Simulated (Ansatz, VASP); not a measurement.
**One calculation of LiF, two programs**

```
CELL_PARAMETERS angstrom
0.00000 2.04749 2.04749
2.04749 0.00000 2.04749
2.04749 2.04749 0.00000
ATOMIC_POSITIONS crystal
Li 0.00000 0.00000 0.00000
F 0.50000 0.50000 0.50000
```

Alike in both runs: task single point; functional PBE; k mesh 14 × 14 × 14; occupations gaussian, width 0.05 eV; no spin polarisation.

|  | VASP | Ansatz |
| --- | --- | --- |
| version | VASP 6.6.1 | Ansatz 0.2.0 |
| potentials or method | VASP PAW PBE potentials, release 64 (Li_sv, F), cutoff 520 eV | scalar-relativistic, plane waves, PAW |
| valence electrons in the cell | 10 | 10 |

```csv
,VASP,Ansatz,Ansatz less VASP
gap on the k mesh at the Fermi level (eV),8.66,8.66,+0.001
least direct gap on the mesh (eV),8.66,8.66,+0.001
```

Noted on VASP's run: the cutoff is short for stress, so the pressure is rough.
